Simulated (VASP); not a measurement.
# TaN in VASP: single point with PBE

Aim: the single point of TaN with PBE.

Everything below comes from runs of VASP 6.6.1. Logs are shortened: lines on timing, memory, paths and dates and some standing lists are left out, and cuts for length are marked.

## 1. The cell of the first run

The cell holds a slab with vacuum, 14 atoms: a = 2.922 Å, b = 5.264 Å, c = 24.117 Å, α = 90.00°, β = 90.00°, γ = 90.00°.

## 2. Single point, PBE

INCAR reads:

```
PREC     = Accurate       # precision mode
ENCUT    = 520            # plane-wave cutoff, eV
EDIFF    = 1E-6           # SCF threshold, eV
ISMEAR   = 0              # smearing method
SIGMA    = 0.1            # smearing width, eV
LREAL    = False          # projectors in reciprocal space
LASPH    = True           # aspherical terms in the spheres
NELM     = 60             # most SCF steps
ALGO     = Normal         # electronic algorithm
ISIF     = 2              # what is computed and relaxed
LWAVE    = False          # write WAVECAR
LCHARG   = True           # write CHGCAR
LDIPOL   = True         
IDIPOL   = 3            
DIPOL    = 0.5 0.5 0.500
GGA      = PE             # functional
LELF     = True           # ELF
LVHAR    = True         
LVACPOTAV= True         
NBANDS   = 69             # bands
```

KPOINTS reads:

```
regular mesh
0
Gamma
  12 7 1
```

POSCAR reads:

```
TaN
1.0
    2.9218011626      0.0000000000      0.0000000000
    0.0000000000      5.2635610273      0.0000000000
    0.0000000000      0.0000000000     24.1167551280
Ta N
7 7
Direct
    0.0000000000      0.5000000000      0.3109871108
    0.5000000000      0.0000000000      0.3739914072
    0.5000000000      0.5000000000      0.4369957036
    0.0000000000      0.0000000000      0.5000000000
    0.5000000000      0.5000000000      0.5630042964
    0.5000000000      0.0000000000      0.6260085928
    0.0000000000      0.5000000000      0.6890128892
    0.0000000000      0.0000000000      0.3109871108
    0.0000000000      0.2500000000      0.4054935554
    0.0000000000      0.7500000000      0.4054935554
    0.0000000000      0.5000000000      0.5000000000
    0.0000000000      0.7500000000      0.5945064446
    0.0000000000      0.2500000000      0.5945064446
    0.0000000000      0.0000000000      0.6890128892
```

Potentials or basis: VASP PAW PBE potentials, release 64 (Ta_pv, N).

Run with:

```
cat potpaw_PBE.64/Ta_pv/POTCAR potpaw_PBE.64/N/POTCAR > POTCAR
mpirun -np 1 vasp_std > vasp.out
```

OUTCAR:

```text
PREC = Accurate
   ENCUT = 520
   EDIFF = 1E-6
   ISMEAR = 0
   LREAL = False
   LASPH = True
   NELM = 60
   ISIF = 2
   GGA = PE

 ion  position               nearest neighbor table
   1  0.000  0.500  0.311-   8 2.63   8 2.63  10 2.63   9 2.63   2 3.37   2 3.37   2 3.37   2 3.37
                             3 3.37   3 3.37
   2  0.500  0.000  0.374-   9 2.11  10 2.11   9 2.11  10 2.11   8 2.11   8 2.11   3 3.04   3 3.04
                             1 3.37   1 3.37   1 3.37   1 3.37   4 3.37   4 3.37
   3  0.500  0.500  0.437-   9 2.11  10 2.11   9 2.11  10 2.11  11 2.11  11 2.11   2 3.04   2 3.04
                             5 3.04   4 3.37   4 3.37   4 3.37   4 3.37   1 3.37   1 3.37
   4  0.000  0.000  0.500-  11 2.63  11 2.63   9 2.63  12 2.63  13 2.63  10 2.63   3 3.37   3 3.37
                             5 3.37   5 3.37   3 3.37   5 3.37   3 3.37   5 3.37   6 3.37   6 3.37
   5  0.500  0.500  0.563-  12 2.11  13 2.11  12 2.11  13 2.11  11 2.11  11 2.11   6 3.04   6 3.04
                             3 3.04   4 3.37   4 3.37   4 3.37   4 3.37   7 3.37   7 3.37
   6  0.500  0.000  0.626-  12 2.11  13 2.11  12 2.11  13 2.11  14 2.11  14 2.11   5 3.04   5 3.04
                             7 3.37   7 3.37   7 3.37   7 3.37   4 3.37   4 3.37
   7  0.000  0.500  0.689-  14 2.63  14 2.63  12 2.63  13 2.63   6 3.37   6 3.37   6 3.37   6 3.37
                             5 3.37   5 3.37
   8  0.000  0.000  0.311-   2 2.11   2 2.11   1 2.63   1 2.63
   9  0.000  0.250  0.405-   2 2.11   3 2.11   2 2.11   3 2.11   1 2.63   4 2.63
  10  0.000  0.750  0.405-   2 2.11   3 2.11   2 2.11   3 2.11   1 2.63   4 2.63
  11  0.000  0.500  0.500-   3 2.11   5 2.11   3 2.11   5 2.11   4 2.63   4 2.63
  12  0.000  0.750  0.595-   5 2.11   6 2.11   5 2.11   6 2.11   4 2.63   7 2.63
  13  0.000  0.250  0.595-   5 2.11   6 2.11   5 2.11   6 2.11   4 2.63   7 2.63
  14  0.000  0.000  0.689-   6 2.11   6 2.11   7 2.63   7 2.63

  LATTYP: Found a simple orthorhombic cell.
 ALAT       =     2.9218011626
 B/A-ratio  =     1.8014781754
 C/A-ratio  =     8.2540713026

  Lattice vectors:

 A1 = (   2.9218011626,   0.0000000000,   0.0000000000)
 A2 = (   0.0000000000,   5.2635610273,   0.0000000000)
 A3 = (   0.0000000000,   0.0000000000,  24.1167551280)

Analysis of symmetry for initial positions (statically):
=====================================================================
 Subroutine PRICEL returns:
 Original cell was already a primitive cell.

 Routine SETGRP: Setting up the symmetry group for a
 simple orthorhombic supercell.

 Subroutine GETGRP returns: Found  8 space group operations
 (whereof  8 operations were pure point group operations)
 out of a pool of  8 trial point group operations.

The static configuration has the point symmetry D_2h.

Analysis of symmetry for dynamics (positions and initial velocities):
=====================================================================
 Subroutine PRICEL returns:
 Original cell was already a primitive cell.

 Routine SETGRP: Setting up the symmetry group for a
 simple orthorhombic supercell.

 Subroutine GETGRP returns: Found  8 space group operations
 (whereof  8 operations were pure point group operations)
 out of a pool of  8 trial point group operations.

The dynamic configuration has the point symmetry D_2h.

 Subroutine INISYM returns: Found  8 space group operations
 (whereof  8 operations are pure point group operations),
 and found     1 'primitive' translations

----------------------------------------------------------------------------------------

                                     Primitive cell

  volume of cell :     370.8935

  direct lattice vectors                    reciprocal lattice vectors
     2.921801163  0.000000000  0.000000000     0.342254638  0.000000000  0.000000000
     0.000000000  5.263561027  0.000000000     0.000000000  0.189985448  0.000000000
     0.000000000  0.000000000 24.116755128     0.000000000  0.000000000  0.041464948

  length of vectors
     2.921801163  5.263561027 24.116755128     0.342254638  0.189985448  0.041464948

  position of ions in fractional coordinates (direct lattice)
     0.000000000  0.500000000  0.310987111
     0.500000000  0.000000000  0.373991407
     0.500000000  0.500000000  0.436995704
     0.000000000  0.000000000  0.500000000
     0.500000000  0.500000000  0.563004296
     0.500000000  0.000000000  0.626008593
     0.000000000  0.500000000  0.689012889
     0.000000000  0.000000000  0.310987111
     0.000000000  0.250000000  0.405493555
     0.000000000  0.750000000  0.405493555
[... 50 lines left out ...]
  0.000000  0.000000  0.000000      1.000000
  0.083333  0.000000  0.000000      2.000000
  0.166667  0.000000  0.000000      2.000000
  0.250000  0.000000  0.000000      2.000000
  0.333333  0.000000  0.000000      2.000000
  0.416667  0.000000  0.000000      2.000000
[... 16 lines left out ...]
  0.083333  0.428571  0.000000      4.000000
  0.166667  0.428571  0.000000      4.000000
 [... further k-points ...]
   k-points           NKPTS =     28   k-points in BZ     NKDIM =     28   number of bands    NBANDS=     69
   number of dos      NEDOS =    301   number of ions     NIONS =     14
   total plane-waves  NPLWV = 172800
   dimension x,y,z NGX =    24 NGY =   40 NGZ =  180
   dimension x,y,z NGXF=    48 NGYF=   80 NGZF=  360
   ions per type =               7   7
   NGX,Y,Z   is equivalent  to a cutoff of  13.66, 12.63, 12.41 a.u.
   NGXF,Y,Z  is equivalent  to a cutoff of  27.31, 25.27, 24.82 a.u.
 SYSTEM =  unknown system
   PREC   = accura    normal or accurate (medium, high low for compatibility)
   ISTART =      0    job   : 0-new  1-cont  2-samecut
   ICHARG =      2    charge: 1-file 2-atom 10-const
   ISPIN  =      1    spin polarized calculation?
   LNONCOLLINEAR =      F non collinear calculations
   LSORBIT =      F    spin-orbit coupling
   LASPH  =      T    aspherical Exc in radial PAW
   ENCUT  =  520.0 eV  38.22 Ry    6.18 a.u.   5.43  9.79 44.84*2*pi/ulx,y,z
   NELM   =     60;   NELMIN=  2; NELMDL= -5     # of ELM steps
   EDIFF  = 0.1E-05   stopping-criterion for ELM
   LREAL  =      F    real-space projection
   EDIFFG = 0.1E-04   stopping-criterion for IOM
   NSW    =      0    number of steps for IOM
   IBRION =     -1    ionic relax: 0-MD 1-quasi-New 2-CG
   NFREE  =      0    steps in history (QN), initial steepest desc. (CG)
   ISIF   =      2    stress and relaxation
   ISYM   =      2    0-nonsym 1-usesym 2-fastsym
   POTIM  = 0.5000    time-step for ionic-motion
   TEBEG  =    0.0;   TEEND  =   0.0 temperature during run
   PSTRESS=    0.0 pullay stress
   NELECT =     112.0000    total number of electrons
   NUPDOWN=      -1.0000    fix difference up-down
   EMIN   =  10.00;   EMAX   =-10.00  energy-range for DOS
   EFERMI =   0.00;   METHOD = LEGACY
   ISMEAR =     0;   SIGMA  =   0.10  broadening in eV -4-tet -1-fermi 0-gaus
   EFERMI_NEDOS =   21; number of points for ismear=-14 and -15
   IALGO  =     38    algorithm
   IMIX   =      4    mixing-type and parameters
     AMIX     =   0.40;   BMIX     =  1.00
     AMIX_MAG =   1.60;   BMIX_MAG =  1.00
  volume/ion in A,a.u.               =      26.49       178.78
  Fermi-wavevector in a.u.,A,eV,Ry     =   1.098326  2.075534 16.412968  1.206319
  Thomas-Fermi vector in A             =   2.234701
   LORBIT       =      0    0 simple, 1 ext, 2 COOP (PROOUT), +10 PAW based schemes
   GGA     = PE    functional components
   LHFCALC =     F    Hartree Fock is set to
   AEXX    =    0.0000 exact exchange contribution
   IVDW    =     0    specifies the selected vdW correction
   LEPSILON=     F    determine dielectric tensor
   LRPA    =     F    only Hartree local field effects (RPA)
 non-spin polarized calculation
 Gauss-broadening in eV      SIGMA  =   0.10
  energy-cutoff  :      520.00
  volume of cell :      370.89
 maximum number of plane-waves:     10048
 NGX is ok and might be reduce to    24
   NGX = 11   NGY = 19   NGZ = 89

 dipolmoment           0.000000      0.000000      0.000000 electrons x Angstroem

 number of electron     111.9999984 magnetization

 dipolmoment           0.000000      0.000000     -0.000000 electrons x Angstroem

 Free energy of the ion-electron system (eV)
  ---------------------------------------------------
  ext. energy  EPLUGINS =         0.00000000
  ---------------------------------------------------
  free energy    TOTEN  =      -143.80848849 eV

  energy without entropy =     -143.76957581  energy(sigma->0) =     -143.78903215

 E-fermi :   0.7334     XC(G=0):  -6.5953

 val. band max:        0.7287644263   @ k =   0.0000   0.1429   0.0000
 cond. band min:       0.7350244704   @ k =   0.1667   0.1429   0.0000
 fundamental gap:      0.0062600441
 Fermi energy:         0.7334308481

 k-point     1 :       0.0000    0.0000    0.0000
  band No.  band energies     occupation
      1     -35.2322      2.00000
      2     -35.1835      2.00000
      3     -35.1292      2.00000
      4     -34.9943      2.00000
      5     -34.9156      2.00000
      6     -34.8603      2.00000
[... 1693 lines left out ...]
     67       3.2672      0.00000
     68       3.3231      0.00000

 [... further k-points ...]

 [bands above 68 left out]

------------------------ aborting loop because EDIFF is reached ----------------------------------------

  FORCE on cell =-STRESS in cart. coord.  units (eV):
  Direction    XX          YY          ZZ          XY          YZ          ZX
  --------------------------------------------------------------------------------------
  -------------------------------------------------------------------------------------
  Total       -4.5895396    -17.8093176     -4.9945421     -0.0000000      0.0000000      0.0000000
  in kB      -19.8257905    -76.9322912    -21.5753110     -0.0000000      0.0000000      0.0000000
  external PRESSURE =     -39.4444642 kB  Pullay stress =       0.0000000 kB

 VOLUME and BASIS-vectors are now :
 -----------------------------------------------------------------------------
  energy-cutoff  :      520.00
  volume of cell :      370.89
      direct lattice vectors                 reciprocal lattice vectors
     2.921801163  0.000000000  0.000000000     0.342254638  0.000000000  0.000000000
     0.000000000  5.263561027  0.000000000     0.000000000  0.189985448  0.000000000
     0.000000000  0.000000000 24.116755128     0.000000000  0.000000000  0.041464948

 POSITION                                       TOTAL-FORCE (eV/Angst)
 -----------------------------------------------------------------------------------
      0.00000      2.63178      7.50000         0.000000     -0.000000      1.761673
      1.46090      0.00000      9.01946         0.000000     -0.000000     -2.158767
      1.46090      2.63178     10.53892         0.000000     -0.000000      0.171706
      0.00000      0.00000     12.05838         0.000000     -0.000000      0.000000
      1.46090      2.63178     13.57784        -0.000000     -0.000000     -0.171706
      1.46090      0.00000     15.09730         0.000000     -0.000000      2.158767
      0.00000      2.63178     16.61676         0.000000     -0.000000     -1.761673
      0.00000      0.00000      7.50000         0.000000     -0.000000      0.277389
      0.00000      1.31589      9.77919         0.000000      0.485531     -0.125153
      0.00000      3.94767      9.77919         0.000000     -0.485531     -0.125153
      0.00000      2.63178     12.05838         0.000000     -0.000000      0.000000
      0.00000      3.94767     14.33757         0.000000     -0.485531      0.125153
      0.00000      1.31589     14.33757        -0.000000      0.485531      0.125153
      0.00000      0.00000     16.61676         0.000000     -0.000000     -0.277389
 -----------------------------------------------------------------------------------
    total drift:                                0.000000      0.000000      0.000000

  FREE ENERGIE OF THE ION-ELECTRON SYSTEM (eV)
  ---------------------------------------------------
  free  energy   TOTEN  =      -143.8084884904 eV

  energy  without entropy=     -143.7695758079  energy(sigma->0) =     -143.78903215

 vacuum level on the upper side and lower side of the slab         5.294         5.294
```

It took 18 min on 1 thread of Intel Xeon Platinum 8559C (Emerald Rapids), shared host; peak memory 0.73 GiB.

What came out:

| Quantity | Value |
| --- | --- |
| Free energy | -143.8085 eV |
| Largest force | 2.159 eV/Å |
| Band gap on the k mesh | zero (bands 56 and 57 overlap by 0.25 eV) |

Forces in eV/Å, atoms in the order of the input:
```
Ta   0.000  0.000  1.762
Ta   0.000  0.000 -2.159
Ta   0.000  0.000  0.172
Ta   0.000  0.000  0.000
Ta   0.000  0.000 -0.172
Ta   0.000  0.000  2.159
Ta   0.000  0.000 -1.762
N    0.000  0.000  0.277
N    0.000  0.486 -0.125
N    0.000 -0.486 -0.125
N    0.000  0.000  0.000
N    0.000 -0.486  0.125
N    0.000  0.486  0.125
N    0.000  0.000 -0.277
```

Caveat: spin-orbit coupling is left out, which moves the levels of the heavy elements.
